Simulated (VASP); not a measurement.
# MgO (rock salt type) (Fm-3m) in VASP: a series of runs, part 2 of 2

VASP 6.6.1. Earlier steps stand in the parts before.

### 3 Single point, r2SCAN

File POSCAR:

```
MgO
1.0
    0.0000000000      2.0910889566      2.0910889566
    2.0910889566      0.0000000000      2.0910889566
    2.0910889566      2.0910889566      0.0000000000
Mg O
1 1
Direct
    0.0000000000      0.0000000000      0.0000000000
    0.5000000000      0.5000000000      0.5000000000
```

File INCAR.step1:

```
SYSTEM = MgO
PREC = Accurate
ENCUT = 520
ISMEAR = -1
SIGMA = 0.1
LREAL = .False.
LASPH = .True.
NELM = 100
NBANDS = 11
GGA = PE
ALGO = Normal
EDIFF = 1E-4
LWAVE = .True.
LCHARG = .False.
```

File INCAR.step2:

```
SYSTEM = MgO
PREC = Accurate
ENCUT = 520
EDIFF = 1E-6
ISMEAR = -1
SIGMA = 0.1
LREAL = .False.
LASPH = .True.
NELM = 100
ALGO = Normal
ISIF = 2
LWAVE = .False.
LCHARG = .True.
METAGGA = R2SCAN
LMIXTAU = .True.
LELF = .True.
LVHAR = .True.
NBANDS = 11
ISTART = 1
```

File KPOINTS:

```
regular mesh
0
Gamma
  14 14 14
  0 0 0
```

Potentials or basis: VASP PAW PBE potentials, release 64 (Mg, O).

On the command line:

```
cat potpaw_PBE.64/Mg/POTCAR potpaw_PBE.64/O/POTCAR > POTCAR
cp INCAR.step1 INCAR
mpirun -np 1 vasp_std > vasp.out
cp INCAR.step2 INCAR
mpirun -np 1 vasp_std > vasp.out
```

OUTCAR:

```text
SYSTEM = MgO
   PREC = Accurate
   ENCUT = 520
   EDIFF = 1E-6
   ISMEAR = -1
   LREAL = .False.
   LASPH = .True.
   NELM = 100
   ISIF = 2
   METAGGA = R2SCAN
   ISTART = 1

 ion  position               nearest neighbor table
   1  0.000  0.000  0.000-   2 2.09   2 2.09   2 2.09   2 2.09   2 2.09   2 2.09
   2  0.500  0.500  0.500-   1 2.09   1 2.09   1 2.09   1 2.09   1 2.09   1 2.09

  LATTYP: Found a face centered cubic cell.
 ALAT       =     4.1821779132

  Lattice vectors:

 A1 = (   0.0000000000,   2.0910889566,   2.0910889566)
 A2 = (   2.0910889566,   0.0000000000,   2.0910889566)
 A3 = (   2.0910889566,   2.0910889566,   0.0000000000)

Analysis of symmetry for initial positions (statically):
=====================================================================
 Subroutine PRICEL returns:
 Original cell was already a primitive cell.

 Routine SETGRP: Setting up the symmetry group for a
 face centered cubic supercell.

 Subroutine GETGRP returns: Found 48 space group operations
 (whereof 48 operations were pure point group operations)
 out of a pool of 48 trial point group operations.

The static configuration has the point symmetry O_h .

Analysis of symmetry for dynamics (positions and initial velocities):
=====================================================================
 Subroutine PRICEL returns:
 Original cell was already a primitive cell.

 Routine SETGRP: Setting up the symmetry group for a
 face centered cubic supercell.

 Subroutine GETGRP returns: Found 48 space group operations
 (whereof 48 operations were pure point group operations)
 out of a pool of 48 trial point group operations.

The dynamic configuration has the point symmetry O_h .

 Subroutine INISYM returns: Found 48 space group operations
 (whereof 48 operations are pure point group operations),
 and found     1 'primitive' translations

----------------------------------------------------------------------------------------

                                     Primitive cell

  volume of cell :      18.2872

  direct lattice vectors                    reciprocal lattice vectors
     0.000000000  2.091088957  2.091088957    -0.239109866  0.239109866  0.239109866
     2.091088957  0.000000000  2.091088957     0.239109866 -0.239109866  0.239109866
     2.091088957  2.091088957  0.000000000     0.239109866  0.239109866 -0.239109866

  length of vectors
     2.957246363  2.957246363  2.957246363     0.414150436  0.414150436  0.414150436

  position of ions in fractional coordinates (direct lattice)
     0.000000000  0.000000000  0.000000000
     0.500000000  0.500000000  0.500000000

  ion indices of the primitive-cell ions
   primitive index   ion index
                 1           1
                 2           2

----------------------------------------------------------------------------------------

 KPOINTS: regular mesh

Automatic generation of k-mesh.
 Grid dimensions read from file:
 generate k-points for:   14   14   14

 Generating k-lattice:

  Cartesian coordinates                     Fractional coordinates (reciprocal lattice)
    -0.017079276  0.017079276  0.017079276     0.071428571  0.000000000  0.000000000
     0.017079276 -0.017079276  0.017079276     0.000000000  0.071428571  0.000000000
     0.017079276  0.017079276 -0.017079276     0.000000000  0.000000000  0.071428571

  Length of vectors
     0.029582174  0.029582174  0.029582174

  Shift w.r.t. Gamma in fractional coordinates (k-lattice)
     0.000000000  0.000000000  0.000000000

 Subroutine IBZKPT returns following result:
 ===========================================

 Found    104 irreducible k-points:

 Following reciprocal coordinates:
            Coordinates               Weight
  0.000000  0.000000  0.000000      1.000000
  0.071429  0.000000  0.000000      8.000000
  0.142857  0.000000  0.000000      8.000000
  0.214286  0.000000  0.000000      8.000000
  0.285714  0.000000  0.000000      8.000000
  0.357143  0.000000  0.000000      8.000000
[... 16 lines left out ...]
  0.214286  0.142857  0.000000     24.000000
  0.285714  0.142857  0.000000     24.000000
 [... further k-points ...]
   k-points           NKPTS =    104   k-points in BZ     NKDIM =    104   number of bands    NBANDS=     11
   number of dos      NEDOS =    301   number of ions     NIONS =      2
   total plane-waves  NPLWV =  13824
   dimension x,y,z NGX =    24 NGY =   24 NGZ =   24
   dimension x,y,z NGXF=    48 NGYF=   48 NGZF=   48
   ions per type =               1   1
   NGX,Y,Z   is equivalent  to a cutoff of  13.49, 13.49, 13.49 a.u.
   NGXF,Y,Z  is equivalent  to a cutoff of  26.98, 26.98, 26.98 a.u.
 SYSTEM =  MgO
   PREC   = accura    normal or accurate (medium, high low for compatibility)
   ISTART =      1    job   : 0-new  1-cont  2-samecut
   ICHARG =      0    charge: 1-file 2-atom 10-const
   ISPIN  =      1    spin polarized calculation?
   LNONCOLLINEAR =      F non collinear calculations
   LSORBIT =      F    spin-orbit coupling
   LASPH  =      T    aspherical Exc in radial PAW
   ENCUT  =  520.0 eV  38.22 Ry    6.18 a.u.   5.50  5.50  5.50*2*pi/ulx,y,z
   NELM   =    100;   NELMIN=  2; NELMDL=  0     # of ELM steps
   EDIFF  = 0.1E-05   stopping-criterion for ELM
   LREAL  =      F    real-space projection
   EDIFFG = 0.1E-04   stopping-criterion for IOM
   NSW    =      0    number of steps for IOM
   IBRION =     -1    ionic relax: 0-MD 1-quasi-New 2-CG
   NFREE  =      0    steps in history (QN), initial steepest desc. (CG)
   ISIF   =      2    stress and relaxation
   ISYM   =      2    0-nonsym 1-usesym 2-fastsym
   POTIM  = 0.5000    time-step for ionic-motion
   TEBEG  =    0.0;   TEEND  =   0.0 temperature during run
   PSTRESS=    0.0 pullay stress
   NELECT =       8.0000    total number of electrons
   NUPDOWN=      -1.0000    fix difference up-down
   EMIN   =  10.00;   EMAX   =-10.00  energy-range for DOS
   EFERMI =   0.00;   METHOD = LEGACY
   ISMEAR =    -1;   SIGMA  =   0.10  broadening in eV -4-tet -1-fermi 0-gaus
   EFERMI_NEDOS =   21; number of points for ismear=-14 and -15
   IALGO  =     38    algorithm
   IMIX   =      4    mixing-type and parameters
     AMIX     =   0.40;   BMIX     =  1.00
     AMIX_MAG =   1.60;   BMIX_MAG =  1.00
  volume/ion in A,a.u.               =       9.14        61.70
  Fermi-wavevector in a.u.,A,eV,Ry     =   1.242765  2.348485 21.013717  1.544465
  Thomas-Fermi vector in A             =   2.377105
   LORBIT       =      0    0 simple, 1 ext, 2 COOP (PROOUT), +10 PAW based schemes
   METAGGA = R2SCAN    functional components
   LHFCALC =     F    Hartree Fock is set to
   AEXX    =    0.0000 exact exchange contribution
   IVDW    =     0    specifies the selected vdW correction
   LEPSILON=     F    determine dielectric tensor
   LRPA    =     F    only Hartree local field effects (RPA)
 non-spin polarized calculation
  energy-cutoff  :      520.00
  volume of cell :       18.29
 maximum number of plane-waves:       531
 NGX is ok and might be reduce to    24
   NGX = 11   NGY = 11   NGZ = 11

 number of electron       8.0000003 magnetization

 Free energy of the ion-electron system (eV)
  ---------------------------------------------------
  ext. energy  EPLUGINS =         0.00000000
  ---------------------------------------------------
  free energy    TOTEN  =       -16.16029179 eV

  energy without entropy =      -16.16029179  energy(sigma->0) =      -16.16029179

 E-fermi :   4.9263     XC(G=0): -11.7053

 val. band max:        2.9344589636   @ k =   0.0000   0.0000   0.0000
 cond. band min:       8.7575301954   @ k =   0.0000   0.0000   0.0000
 fundamental gap:      5.8230712318
 Fermi energy:         4.9263487642

 k-point     1 :       0.0000    0.0000    0.0000
  band No.  band energies     occupation
      1     -15.3767      2.00000
      2       2.9345      2.00000
      3       2.9345      2.00000
      4       2.9345      2.00000
      5       8.7575      0.00000
      6      19.8938      0.00000
      7      19.8938      0.00000
      8      19.8938      0.00000
      9      24.1010      0.00000
     10      25.8918      0.00000
     11      25.8918      0.00000
[... 309 lines left out ...]
 k-point    24 :       0.2857    0.1429    0.0000
  band No.  band energies     occupation
      1     -14.6789      2.00000
      2       0.2694      2.00000
      3       2.2729      2.00000
      4       2.3224      2.00000
      5      11.7785      0.00000
      6      15.9349      0.00000
      7      20.3105      0.00000
      8      21.3023      0.00000
      9      22.4649      0.00000
     10      26.7282      0.00000
     11      29.1710      0.00000

 [... further k-points ...]
[... 5 lines left out ...]
  --------------------------------------------------------------------------------------
  -------------------------------------------------------------------------------------
  Total        0.1810709      0.1810709      0.1810709      0.0000000      0.0000000     -0.0000000
  in kB       15.8639632     15.8639632     15.8639632      0.0000000      0.0000000     -0.0000000
  external PRESSURE =      15.8639632 kB  Pullay stress =       0.0000000 kB

 VOLUME and BASIS-vectors are now :
 -----------------------------------------------------------------------------
  energy-cutoff  :      520.00
  volume of cell :       18.29
      direct lattice vectors                 reciprocal lattice vectors
     0.000000000  2.091088957  2.091088957    -0.239109866  0.239109866  0.239109866
     2.091088957  0.000000000  2.091088957     0.239109866 -0.239109866  0.239109866
     2.091088957  2.091088957  0.000000000     0.239109866  0.239109866 -0.239109866

 POSITION                                       TOTAL-FORCE (eV/Angst)
 -----------------------------------------------------------------------------------
      0.00000      0.00000      0.00000        -0.000000     -0.000000      0.000000
      2.09109      2.09109      2.09109         0.000000      0.000000     -0.000000
 -----------------------------------------------------------------------------------
    total drift:                               -0.000000     -0.000000      0.000000

  FREE ENERGIE OF THE ION-ELECTRON SYSTEM (eV)
  ---------------------------------------------------
  free  energy   TOTEN  =       -16.1602917929 eV

  energy  without entropy=      -16.1602917926  energy(sigma->0) =      -16.16029179
```

Wall time 43 s (1 thread of Intel Xeon Platinum 8559C (Emerald Rapids), shared host); peak memory 0.15 GiB.

Results:

| Quantity | Value |
| --- | --- |
| Free energy | -16.1603 eV |
| Pressure | 1.6 GPa |
| Band gap on the k mesh | 5.82 eV |

Caveat: the PAW data sets were made with another functional, which shifts forces and pressure a little.

### 4 Single point, r2SCAN

This run uses another cell than the first one, of 9.43 Å³/atom.

File POSCAR:

```
MgO
1.0
    0.0000000000      2.1128727010      2.1128727010
    2.1128727010      0.0000000000      2.1128727010
    2.1128727010      2.1128727010      0.0000000000
Mg O
1 1
Direct
    0.0000000000      0.0000000000      0.0000000000
    0.5000000000      0.5000000000      0.5000000000
```

File INCAR.step1:

```
ALGO = Normal ; EDIFF = 1E-4
ENCUT = 520 ; GGA = PE
ISMEAR = -1 ; LASPH = T
LCHARG = F ; LREAL = F
LWAVE = T ; NBANDS = 11
NELM = 100 ; PREC = Accurate
SIGMA = 0.1
```

File INCAR.step2:

```
ALGO = Normal ; EDIFF = 1E-7
ENCUT = 520 ; ISIF = 2
ISMEAR = -1 ; ISTART = 1
LASPH = T ; LCHARG = F
LMIXTAU = T ; LREAL = F
LWAVE = F ; METAGGA = R2SCAN
NBANDS = 11 ; NELM = 100
PREC = Accurate ; SIGMA = 0.1
```

File KPOINTS:

```
k-points
0
Gamma
  14 14 14
```

On the command line:

```
cat potpaw_PBE.64/Mg/POTCAR potpaw_PBE.64/O/POTCAR > POTCAR
cp INCAR.step1 INCAR
mpirun -np 1 vasp_std > vasp.out
cp INCAR.step2 INCAR
mpirun -np 1 vasp_std > vasp.out
```

Wall time 44 s (1 thread of Intel Xeon Platinum 8559C (Emerald Rapids), shared host); peak memory 0.16 GiB.

It converged, with:

```yaml
Free_energy: -16.1573 eV
Pressure: -3.6 GPa
Band_gap_on_the_k_mesh: 5.51 eV
```

Levels at points of the mesh, in eV from the valence-band top:
```tsv
k point	band 2	band 3	band 4	band 5	band 6	band 7
(0.00, 0.00, 0.00)	0.00	0.00	0.00	5.51	16.78	16.78
(0.50, 0.00, 0.00)	-4.57	-0.66	-0.66	8.73	13.69	17.32
(0.50, 0.50, 0.00)	-4.06	-1.36	-1.36	10.02	10.95	14.18
```

Caveat: the cell stands under tension; the PAW data sets were made with another functional, which shifts forces and pressure a little. A k mesh can miss the band edges.

### 5 Single point, r2SCAN

This run uses another cell than the first one, of 9.43 Å³/atom.

POSCAR is that of step 4.

File INCAR.step1:

```
SYSTEM = MgO
PREC = Accurate
ENCUT = 520
ISMEAR = -1
SIGMA = 0.1
LREAL = .FALSE.
LASPH = .TRUE.
NELM = 100
NBANDS = 11
GGA = PE
ALGO = Normal
EDIFF = 1E-4
LWAVE = .TRUE.
LCHARG = .FALSE.
```

File INCAR.step2:

```
SYSTEM = MgO
PREC = Accurate
ENCUT = 520
EDIFF = 1E-6
ISMEAR = -1
SIGMA = 0.1
LREAL = .FALSE.
LASPH = .TRUE.
NELM = 100
ALGO = Normal
ISIF = 2
LWAVE = .FALSE.
LCHARG = .FALSE.
METAGGA = R2SCAN
LMIXTAU = .TRUE.
NBANDS = 11
ISTART = 1
```

File KPOINTS:

```
Automatic mesh
0
G
  14 14 14
  0 0 0
```

On the command line:

```
cat potpaw_PBE.64/Mg/POTCAR potpaw_PBE.64/O/POTCAR > POTCAR
cp INCAR.step1 INCAR
mpirun -np 1 vasp_std > vasp.out
cp INCAR.step2 INCAR
mpirun -np 1 vasp_std > vasp.out
```

It took 39 s on 1 thread of Intel Xeon Platinum 8559C (Emerald Rapids), shared host; peak memory 0.15 GiB.

Results (log left out):

```yaml
Free_energy: -16.1573 eV
Pressure: -3.6 GPa
Band_gap_on_the_k_mesh: 5.51 eV
```

Levels at points of the mesh, in eV from the valence-band top:
```
           k point  band 1  band 2  band 3  band 4  band 5  band 6  band 7  band 8  band 9
(0.00, 0.00, 0.00)  -18.15    0.00    0.00    0.00    5.51   16.78   16.78   16.78   20.89
(0.50, 0.00, 0.00)  -16.93   -4.57   -0.66   -0.66    8.73   13.69   17.32   17.32   22.22
(0.50, 0.50, 0.00)  -16.68   -4.06   -1.36   -1.36   10.02   10.95   14.18   20.22   20.22
```

Caveat: the cell stands under tension; the PAW data sets were made with another functional, which shifts forces and pressure a little.
